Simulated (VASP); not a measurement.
# La (P6_3/mmc) in VASP: notebook

The runs below take La through single point, relaxation of cell and atoms, with PBEsol.

Everything below comes from runs of VASP 6.6.1. Logs are shortened: lines on timing, memory, paths and dates and some standing lists are left out, and cuts for length are marked.

## (1) The cell of the first run

It takes space group P6_3/mmc (No. 194, hexagonal). Conventional cell: a = 3.681 Å, b = 3.681 Å, c = 5.926 Å, α = 90.00°, β = 90.00°, γ = 120.00°. La (site symmetry -6m2) has 12 La at 3.65 to 3.68 Å within 4.8 Å.

## (2) Single point, PBEsol

Input file INCAR:

```
PREC = Accurate
ENCUT = 520
EDIFF = 1E-6
ISMEAR = -1
SIGMA = 0.05
LREAL = F
LASPH = T
NELM = 100
ALGO = Fast
ISIF = 2
LWAVE = F
LCHARG = T
GGA = PS
LELF = T
LVHAR = T
NBANDS = 18
```

Input file KPOINTS:

```
regular mesh
0
Gamma
  8 8 5
```

Input file POSCAR:

```
La
1.0
    3.6808893121      0.0000000000      0.0000000000
   -1.8404446561      3.1877436528      0.0000000000
    0.0000000000      0.0000000000      5.9261187725
La
2
Direct
    0.6666666667      0.3333333333      0.7500000000
    0.3333333333      0.6666666667      0.2500000000
```

Potentials or basis: VASP PAW PBE potentials, release 64 (La).

Launch:

```sh
$ cat potpaw_PBE.64/La/POTCAR > POTCAR
$ mpirun -np 1 vasp_std > vasp.out
```

OUTCAR:

```text
PREC = Accurate
   ENCUT = 520
   EDIFF = 1E-6
   ISMEAR = -1
   LREAL = F
   LASPH = T
   NELM = 100
   ISIF = 2
   GGA = PS

 ion  position               nearest neighbor table
   1  0.667  0.333  0.750-   2 3.65   2 3.65   2 3.65   2 3.65   2 3.65   2 3.65
   2  0.333  0.667  0.250-   1 3.65   1 3.65   1 3.65   1 3.65   1 3.65   1 3.65

  LATTYP: Found a hexagonal cell.
 ALAT       =     3.6808893121
 C/A-ratio  =     1.6099692955

  Lattice vectors:

 A1 = (   3.6808893121,   0.0000000000,   0.0000000000)
 A2 = (  -1.8404446561,   3.1877436528,   0.0000000000)
 A3 = (   0.0000000000,   0.0000000000,   5.9261187725)

Analysis of symmetry for initial positions (statically):
=====================================================================
 Subroutine PRICEL returns:
 Original cell was already a primitive cell.

 Routine SETGRP: Setting up the symmetry group for a
 hexagonal supercell.

 Subroutine GETGRP returns: Found 24 space group operations
 (whereof 12 operations were pure point group operations)
 out of a pool of 24 trial point group operations.

The static configuration has the point symmetry D_3d.
 The point group associated with its full space group is D_6h.

Analysis of symmetry for dynamics (positions and initial velocities):
=====================================================================
 Subroutine PRICEL returns:
 Original cell was already a primitive cell.

 Routine SETGRP: Setting up the symmetry group for a
 hexagonal supercell.

 Subroutine GETGRP returns: Found 24 space group operations
 (whereof 12 operations were pure point group operations)
 out of a pool of 24 trial point group operations.

The dynamic configuration has the point symmetry D_3d.
 The point group associated with its full space group is D_6h.

 Subroutine INISYM returns: Found 24 space group operations
 (whereof 12 operations are pure point group operations),
 and found     1 'primitive' translations

----------------------------------------------------------------------------------------

                                     Primitive cell

  volume of cell :      69.5355

  direct lattice vectors                    reciprocal lattice vectors
     3.680889312  0.000000000  0.000000000     0.271673478  0.156850755  0.000000000
    -1.840444656  3.187743653  0.000000000     0.000000000  0.313701511  0.000000000
     0.000000000  0.000000000  5.926118772     0.000000000  0.000000000  0.168744509

  length of vectors
     3.680889312  3.680889312  5.926118772     0.313701511  0.313701511  0.168744509

  position of ions in fractional coordinates (direct lattice)
     0.666666667  0.333333333  0.750000000
     0.333333333  0.666666667  0.250000000

  ion indices of the primitive-cell ions
   primitive index   ion index
                 1           1
                 2           2

----------------------------------------------------------------------------------------

 KPOINTS: regular mesh

Automatic generation of k-mesh.
 Grid dimensions read from file:
 generate k-points for:    8    8    5

 Generating k-lattice:

  Cartesian coordinates                     Fractional coordinates (reciprocal lattice)
     0.033959185  0.019606344  0.000000000     0.125000000  0.000000000  0.000000000
     0.000000000  0.039212689  0.000000000     0.000000000  0.125000000  0.000000000
     0.000000000  0.000000000  0.033748902     0.000000000  0.000000000  0.200000000

  Length of vectors
     0.039212689  0.039212689  0.033748902

  Shift w.r.t. Gamma in fractional coordinates (k-lattice)
     0.000000000  0.000000000  0.000000000

 Subroutine IBZKPT returns following result:
 ===========================================

 Found     30 irreducible k-points:

 Following reciprocal coordinates:
            Coordinates               Weight
  0.000000  0.000000  0.000000      1.000000
  0.125000  0.000000  0.000000      6.000000
  0.250000  0.000000  0.000000      6.000000
  0.375000  0.000000  0.000000      6.000000
  0.500000  0.000000  0.000000      3.000000
  0.125000  0.125000  0.000000      6.000000
[... 16 lines left out ...]
  0.250000  0.000000  0.400000     12.000000
  0.375000  0.000000  0.400000     12.000000
 [... further k-points ...]
   k-points           NKPTS =     30   k-points in BZ     NKDIM =     30   number of bands    NBANDS=     18
   number of dos      NEDOS =    301   number of ions     NIONS =      2
   total plane-waves  NPLWV =  37632
   dimension x,y,z NGX =    28 NGY =   28 NGZ =   48
   dimension x,y,z NGXF=    56 NGYF=   56 NGZF=   96
   ions per type =               2
   NGX,Y,Z   is equivalent  to a cutoff of  12.65, 12.65, 13.47 a.u.
   NGXF,Y,Z  is equivalent  to a cutoff of  25.29, 25.29, 26.93 a.u.
 SYSTEM =  unknown system
   PREC   = accura    normal or accurate (medium, high low for compatibility)
   ISTART =      0    job   : 0-new  1-cont  2-samecut
   ICHARG =      2    charge: 1-file 2-atom 10-const
   ISPIN  =      1    spin polarized calculation?
   LNONCOLLINEAR =      F non collinear calculations
   LSORBIT =      F    spin-orbit coupling
   LASPH  =      T    aspherical Exc in radial PAW
   ENCUT  =  520.0 eV  38.22 Ry    6.18 a.u.   6.84  6.84 11.02*2*pi/ulx,y,z
   NELM   =    100;   NELMIN=  2; NELMDL= -5     # of ELM steps
   EDIFF  = 0.1E-05   stopping-criterion for ELM
   LREAL  =      F    real-space projection
[... 7 lines left out ...]
   TEBEG  =    0.0;   TEEND  =   0.0 temperature during run
   PSTRESS=    0.0 pullay stress
   NELECT =      22.0000    total number of electrons
   NUPDOWN=      -1.0000    fix difference up-down
   EMIN   =  10.00;   EMAX   =-10.00  energy-range for DOS
   EFERMI =   0.00;   METHOD = LEGACY
   ISMEAR =    -1;   SIGMA  =   0.05  broadening in eV -4-tet -1-fermi 0-gaus
   EFERMI_NEDOS =   21; number of points for ismear=-14 and -15
   IALGO  =     68    algorithm
   IMIX   =      4    mixing-type and parameters
     AMIX     =   0.40;   BMIX     =  1.00
     AMIX_MAG =   1.60;   BMIX_MAG =  1.00
  volume/ion in A,a.u.               =      34.77       234.62
  Fermi-wavevector in a.u.,A,eV,Ry     =   1.115527  2.108041 16.931107  1.244401
  Thomas-Fermi vector in A             =   2.252133
   LORBIT       =      0    0 simple, 1 ext, 2 COOP (PROOUT), +10 PAW based schemes
   GGA     = PS    functional components
   LHFCALC =     F    Hartree Fock is set to
   AEXX    =    0.0000 exact exchange contribution
   IVDW    =     0    specifies the selected vdW correction
   LEPSILON=     F    determine dielectric tensor
   LRPA    =     F    only Hartree local field effects (RPA)
 non-spin polarized calculation
 RMM-DIIS sequential band-by-band and
  energy-cutoff  :      520.00
  volume of cell :       69.54
 maximum number of plane-waves:      1890
 NGX is ok and might be reduce to    28
   NGX = 13   NGY = 13   NGZ = 23

 number of electron      22.0000002 magnetization

 Free energy of the ion-electron system (eV)
  ---------------------------------------------------
  ext. energy  EPLUGINS =         0.00000000
  ---------------------------------------------------
  free energy    TOTEN  =       -10.61638929 eV

  energy without entropy =      -10.58083241  energy(sigma->0) =      -10.59861085

 E-fermi :   8.3685     XC(G=0):  -9.9570

 val. band max:        8.3325873513   @ k =   0.2500   0.2500   0.4000
 cond. band min:       8.3736332149   @ k =   0.2500   0.2500   0.0000
 fundamental gap:      0.0410458636
 Fermi energy:         8.3684925069

 k-point     1 :       0.0000    0.0000    0.0000
  band No.  band energies     occupation
      1     -24.3890      2.00000
      2     -24.1200      2.00000
      3      -8.8852      2.00000
      4      -7.4176      2.00000
      5      -7.4176      2.00000
      6      -7.1866      2.00000
[... 10 lines left out ...]
     17      10.3049      0.00000
     18      10.3208      0.00000

 k-point     2 :       0.1250    0.0000    0.0000
  band No.  band energies     occupation
      1     -24.3574      2.00000
      2     -24.1056      2.00000
      3      -8.8075      2.00000
      4      -7.6205      2.00000
      5      -7.4806      2.00000
      6      -7.3926      2.00000
[... 10 lines left out ...]
     17      10.1726      0.00000
     18      10.4701      0.00000

 k-point     3 :       0.2500    0.0000    0.0000
  band No.  band energies     occupation
      1     -24.2767      2.00000
      2     -24.0740      2.00000
      3      -8.5949      2.00000
      4      -8.0893      2.00000
      5      -7.8448      2.00000
      6      -7.6199      2.00000
[... 10 lines left out ...]
     17      10.3220      0.00000
     18      10.3705      0.00000

 k-point     4 :       0.3750    0.0000    0.0000
  band No.  band energies     occupation
      1     -24.1847      2.00000
      2     -24.0514      2.00000
      3      -8.5291      2.00000
      4      -8.3152      2.00000
      5      -8.2507      2.00000
      6      -7.7474      2.00000
[... 10 lines left out ...]
     17      10.3275      0.00000
     18      10.4292      0.00000

 k-point     5 :       0.5000    0.0000    0.0000
  band No.  band energies     occupation
      1     -24.1382      2.00000
      2     -24.0499      2.00000
      3      -8.7033      2.00000
      4      -8.4090      2.00000
      5      -8.1450      2.00000
      6      -7.7978      2.00000
[... 10 lines left out ...]
     17      10.4306      0.00000
     18      10.4800      0.00000

 k-point     6 :       0.1250    0.1250    0.0000
  band No.  band energies     occupation
      1     -24.3012      2.00000
      2     -24.0827      2.00000
      3      -8.6619      2.00000
      4      -7.8882      2.00000
      5      -7.8075      2.00000
      6      -7.5170      2.00000
[... 10 lines left out ...]
     17      10.3577      0.00000
     18      10.5644      0.00000

 k-point     7 :       0.2500    0.1250    0.0000
  band No.  band energies     occupation
      1     -24.2138      2.00000
      2     -24.0562      2.00000
      3      -8.4105      2.00000
      4      -8.3089      2.00000
      5      -8.1415      2.00000
      6      -7.7273      2.00000
[... 10 lines left out ...]
     17      10.3994      0.00000
     18      10.5498      0.00000

 k-point     8 :       0.3750    0.1250    0.0000
  band No.  band energies     occupation
      1     -24.1389      2.00000
      2     -24.0492      2.00000
      3      -8.6091      2.00000
      4      -8.3338      2.00000
      5      -8.1512      2.00000
      6      -7.8891      2.00000
[... 10 lines left out ...]
     17      10.4271      0.00000
     18      10.4813      0.00000
[... 229 lines left out ...]
     17      10.4316      0.00000
     18      10.5200      0.00000

 k-point    20 :       0.3750    0.2500    0.2000
  band No.  band energies     occupation
      1     -24.0920      2.00000
      2     -24.0620      2.00000
      3      -8.5473      2.00000
      4      -8.3801      2.00000
      5      -8.2373      2.00000
      6      -7.8823      2.00000
[... 10 lines left out ...]
     17      10.3029      0.00000
     18      10.3342      0.00000

 k-point    21 :       0.0000    0.0000    0.4000
  band No.  band energies     occupation
      1     -24.2986      2.00000
      2     -24.2156      2.00000
      3      -8.3411      2.00000
      4      -7.8107      2.00000
      5      -7.3391      2.00000
      6      -7.3391      2.00000
[... 10 lines left out ...]
     17      10.1770      0.00000
     18      10.2875      0.00000

 k-point    22 :       0.1250    0.0000    0.4000
  band No.  band energies     occupation
      1     -24.2726      2.00000
      2     -24.1949      2.00000
      3      -8.3354      2.00000
      4      -7.8882      2.00000
      5      -7.4933      2.00000
      6      -7.3897      2.00000
[... 10 lines left out ...]
     17      10.3038      0.00000
     18      10.3476      0.00000

 k-point    23 :       0.2500    0.0000    0.4000
  band No.  band energies     occupation
      1     -24.2080      2.00000
      2     -24.1453      2.00000
      3      -8.4203      2.00000
      4      -8.2029      2.00000
      5      -7.7290      2.00000
      6      -7.5061      2.00000
[... 10 lines left out ...]
     17      10.2313      0.00000
     18      10.3119      0.00000

 k-point    24 :       0.3750    0.0000    0.4000
  band No.  band energies     occupation
      1     -24.1390      2.00000
      2     -24.0978      2.00000
      3      -8.6800      2.00000
      4      -8.5690      2.00000
      5      -7.7448      2.00000
      6      -7.6165      2.00000
[... 10 lines left out ...]
     17      10.3178      0.00000
     18      10.3989      0.00000

 [... further k-points ...]

------------------------ aborting loop because EDIFF is reached ----------------------------------------

  FORCE on cell =-STRESS in cart. coord.  units (eV):
  Direction    XX          YY          ZZ          XY          YZ          ZX
  --------------------------------------------------------------------------------------
  -------------------------------------------------------------------------------------
  Total        0.0131090      0.0131090      0.0523083     -0.0000000      0.0000000      0.0000000
  in kB        0.3020472      0.3020472      1.2052428     -0.0000000      0.0000000      0.0000000
  external PRESSURE =       0.6031124 kB  Pullay stress =       0.0000000 kB

 VOLUME and BASIS-vectors are now :
 -----------------------------------------------------------------------------
  energy-cutoff  :      520.00
  volume of cell :       69.54
      direct lattice vectors                 reciprocal lattice vectors
     3.680889312  0.000000000  0.000000000     0.271673478  0.156850755  0.000000000
    -1.840444656  3.187743653  0.000000000     0.000000000  0.313701511  0.000000000
     0.000000000  0.000000000  5.926118772     0.000000000  0.000000000  0.168744509

 POSITION                                       TOTAL-FORCE (eV/Angst)
 -----------------------------------------------------------------------------------
      1.84044      1.06258      4.44459        -0.000000      0.000000      0.000000
     -0.00000      2.12516      1.48153         0.000000     -0.000000      0.000000
 -----------------------------------------------------------------------------------
    total drift:                               -0.000000      0.000000     -0.000000

  FREE ENERGIE OF THE ION-ELECTRON SYSTEM (eV)
  ---------------------------------------------------
  free  energy   TOTEN  =       -10.6163892905 eV

  energy  without entropy=      -10.5808324050  energy(sigma->0) =      -10.59861085
```

Wall time 3.6 min (1 thread of Oxide Virtual Turin-like, shared host); peak memory 0.18 GiB.

Results:

- Free energy: -10.6164 eV
- Pressure: 0.1 GPa
- Band gap on the k mesh: zero (bands 11 and 12 overlap by 1.39 eV)

Caveat: the PAW data sets were made with another functional, which shifts forces and pressure a little; spin-orbit coupling is left out, which moves the levels of the heavy elements.

## (3) Relaxation of cell and atoms, PBEsol

This run uses another cell than the first one, of 36.96 Å³/atom.

Input file INCAR:

```
SYSTEM = La
PREC = Accurate ; ENCUT = 600
EDIFF = 1E-6 ; ISMEAR = -1
SIGMA = 0.05 ; LREAL = .FALSE.
LASPH = .TRUE. ; NELM = 80
ALGO = Normal ; ISIF = 3
LWAVE = .FALSE. ; LCHARG = .FALSE.
GGA = PS ; IBRION = 2
NSW = 60 ; EDIFFG = -0.01
```

Input file KPOINTS:

```
regular mesh
0
G
  8 8 5
  0 0 0
```

Input file POSCAR:

```
La
1.0
    3.7500000000      0.0000000000      0.0000000000
   -1.8750000000      3.2475952642      0.0000000000
    0.0000000000      0.0000000000      6.0700000000
La
2
Direct
    0.6666666667      0.3333333333      0.7500000000
    0.3333333333      0.6666666667      0.2500000000
```

Potentials or basis: VASP PAW PBE potentials, release 64 (La).

Launch:

```sh
$ cat potpaw_PBE.64/La/POTCAR > POTCAR
$ mpirun -np 1 vasp_std > vasp.out
```

Run time: 2.1 min. Hardware: 1 thread of Oxide Virtual Turin-like, shared host; peak memory 0.19 GiB.

Results (log left out):

```
Free energy                           : -10.6167 eV
Relaxed volume                        : 34.88 Å³/atom
Relaxed cell                          : a = 3.683 Å, b = 3.683 Å, c = 5.938 Å, α = 90.00°, β = 90.00°, γ = 120.00°
Space group after relaxing (to 0.1 Å) : P6_3/mmc (No. 194)
Energy gained by relaxing             : 9.6 meV/atom
Ionic steps                           : 3
Pressure after relaxing               : 0.0 GPa
Band gap on the k mesh                : zero (bands 11 and 12 overlap by 1.38 eV)
```

Step by step:
| step | energy change (eV) | largest force (eV/Å) | pressure (GPa) | volume (Å³) |
| --- | --- | --- | --- | --- |
| 1 | 0.0000 | 0.0000 | -1.43 | 73.92 |
| 2 | -0.0187 | 0.0000 | -0.26 | 70.45 |
| 3 | -0.0193 | 0.0000 | -0.01 | 69.76 |

Final structure:
```
La
1.0
     3.68310    0.00000    0.00000
    -1.84155    3.18966    0.00000
     0.00000    0.00000    5.93796
La
2
Direct
  0.66667 0.33333 0.75000
  0.33333 0.66667 0.25000
```

Levels at points of the mesh, in eV from the Fermi level:
```
           k point  band 9  band 10  band 11  band 12  band 13  band 14
(0.00, 0.00, 0.00)   -3.19    -1.86     1.13     1.35     1.35     1.64
(0.50, 0.00, 0.00)   -1.76    -1.24    -1.19     1.22     1.39     1.45
```

Caveat: the PAW data sets were made with another functional, which shifts forces and pressure a little; spin-orbit coupling is left out, which moves the levels of the heavy elements.

## (4) Relaxation of cell and atoms, PBEsol, target pressure 2 GPa, at which the enthalpy is minimised

This run uses another cell than the first one, of 36.96 Å³/atom.

Input file INCAR:

```
ALGO = Normal
EDIFF = 1E-6
EDIFFG = -0.01
ENCUT = 600
GGA = PS
IBRION = 2
ISIF = 3
ISMEAR = -1
LASPH = True
LCHARG = False
LREAL = False
LWAVE = False
NELM = 100
NSW = 60
PREC = Accurate
PSTRESS = 20.0
SIGMA = 0.05
```

Input file KPOINTS:

```
k-points
0
Gamma
  8 8 5
```

POSCAR is that of step 3.

Launch:

```sh
$ cat potpaw_PBE.64/La/POTCAR > POTCAR
$ mpirun -np 1 vasp_std > vasp.out
```

Run time: 7.9 min. Hardware: 1 thread of Oxide Virtual Turin-like, shared host; peak memory 0.2 GiB.

It converged, with:

```yaml
Free_energy: -10.5848 eV
Relaxed_volume: 32.17 Å³/atom
Relaxed_cell: a = 3.560 Å, b = 3.560 Å, c = 5.860 Å, α = 90.00°, β = 90.00°, γ = 120.00°
Space_group_after_relaxing_to_0.1_Å: P6_3/mmc (No. 194)
Energy_change_on_relaxing_the_run_minimises_the_enthalpy: +6.3 meV/atom
Ionic_steps: 14
Pressure_after_relaxing: 2.0 GPa
Band_gap_on_the_k_mesh: zero (bands 11 and 12 overlap by 1.49 eV)
```

Step by step:
```
step  energy change (eV)  largest force (eV/Å)  pressure (GPa)  volume (Å³)
   1              0.0000                0.0000           -1.43        73.92
   2             -0.0018                0.0000            1.50        65.78
   3              0.0097                0.0000            1.95        64.70
   4              0.0119                0.0000            1.99        64.52
   5              0.0119                0.0000            1.94        64.45
   6              0.0121                0.0000            1.92        64.41
   7              0.0126                0.0000            2.04        64.34
   8              0.0130                0.0000            1.98        64.30
   9              0.0139                0.0000            2.07        64.24
  10              0.0134                0.0000            2.08        64.27
  11              0.0132                0.0000            2.07        64.29
  12              0.0107                0.0000            1.96        64.48
  13              0.0123                0.0000            1.97        64.36
  14              0.0126                0.0000            2.04        64.33
```

Final structure:
```
CELL_PARAMETERS angstrom
3.56045 0.00000 0.00000
-1.78023 3.08344 0.00000
0.00000 0.00000 5.85989
ATOMIC_POSITIONS crystal
La 0.66667 0.33333 0.75000
La 0.33333 0.66667 0.25000
```

Levels at points of the mesh, in eV from the Fermi level:
```tsv
k point	band 9	band 10	band 11	band 12	band 13	band 14
(0.00, 0.00, 0.00)	-3.08	-1.92	1.07	1.45	1.45	1.72
(0.50, 0.00, 0.00)	-1.97	-1.43	-1.22	1.37	1.50	1.60
```

Caveat: the cell is relaxed towards a set pressure, so the run minimises the enthalpy, not the energy; the PAW data sets were made with another functional, which shifts forces and pressure a little; spin-orbit coupling is left out, which moves the levels of the heavy elements.

(Continued in part 2 of 2.)
